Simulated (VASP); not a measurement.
Wanted: the native input for a VASP 6.6.1 run.

* Task: single point
* Functional: PBE
* Potentials or basis: VASP PAW PBE potentials, release 64 (V_sv, O)
* Cutoff: 600 eV
* k mesh: 6 × 6 × 9
* Occupations: fermi-dirac, width 0.05 eV
* Spin: collinear spin, ferromagnetic start
* Starting moments: [2.0, 2.0, 0.0, 0.0, 0.0, 0.0] μB
* Dipole correction: no
* Further INCAR settings: ALGO = Normal; EDIFF = 1e-06; NBANDS = 38

The structure of VO2 lies in POSCAR:

```
VO2
1.0
    4.5665141372      0.0000000000      0.0000000000
    0.0000000000      4.5665141372      0.0000000000
    0.0000000000      0.0000000000      3.0845131470
V O
2 4
Direct
    0.5000000000      0.5000000000      0.5000000000
    0.0000000000      0.0000000000      0.0000000000
    0.2003580000      0.7996420000      0.5000000000
    0.7996420000      0.2003580000      0.5000000000
    0.7003580000      0.7003580000      0.0000000000
    0.2996420000      0.2996420000      0.0000000000
```

These files were run (other wordings do the same):

INCAR

```
ALGO = Normal ; EDIFF = 1E-6
ENCUT = 600 ; GGA = PE
GGA_COMPAT = F ; ISIF = 2
ISMEAR = -1 ; ISPIN = 2
LASPH = T ; LCHARG = F
LMAXMIX = 4 ; LORBIT = 11
LREAL = F ; LWAVE = F
MAGMOM = 2 2 0 0 0 0 ; NBANDS = 38
NELM = 200 ; PREC = Accurate
SIGMA = 0.05
```

KPOINTS

```
k-points
0
Gamma
  6 6 9
```

Potentials or basis: VASP PAW PBE potentials, release 64 (V_sv, O).

Run with:

```bash
$ cat potpaw_PBE.64/V_sv/POTCAR potpaw_PBE.64/O/POTCAR > POTCAR
$ mpirun -np 1 vasp_std > vasp.out
```

It gave:

```yaml
Pressure: -15.7 GPa
Largest_force: 0.251 eV/Å
Band_gap_on_the_k_mesh: zero (filled and empty bands overlap)
Net_moment: 2.00 μB per cell
Site_moments: V +1.10; O -0.08 μB
Valence_electrons_inside_the_program's_atomic_spheres: V 11.31; O 5.00
```

Caveat: the stress differs along the axes, from -27 to -10 GPa; semilocal functionals often make such compounds metallic where correlation or magnetic order opens a gap, which also shifts bond lengths.

It took 7 min on 1 thread of Oxide Virtual Turin-like Processor, on a shared host, peak memory 0.31 GiB.
